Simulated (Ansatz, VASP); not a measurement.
# One calculation of Al, two programs

```
Al
1.0
     2.81245    0.00000    0.00000
    -1.40623    2.43566    0.00000
     0.00000    0.00000    4.86685
Al
2
Direct
  0.66667 0.33333 0.75000
  0.33333 0.66667 0.25000
```

Alike in both runs: task single point; functional LDA; k mesh 14 × 14 × 7; occupations fermi-dirac, width 0.1 eV; no spin polarisation.

|  | VASP | Ansatz |
| --- | --- | --- |
| version | VASP 6.6.1 | Ansatz 0.2.0 |
| potentials or method | VASP PAW LDA potentials, release 64 (Al) | plane waves, PAW |
| plane-wave cutoff (eV) | 520 | 420 |
| valence electrons in the cell | 6 | 6 |

Ansatz gave:

```
pressure (GPa)                                                : -3.0
traceless stress, the component that is largest in VASP (GPa) : -0.89
```

**Question.** Estimate VASP's values.

**Answer.** Pressure (GPa): -2.9; traceless stress, the component that is largest in VASP (GPa): -0.91.

LDA's correlation is that of Perdew and Zunger in VASP and of Perdew and Wang (1992) in Ansatz.
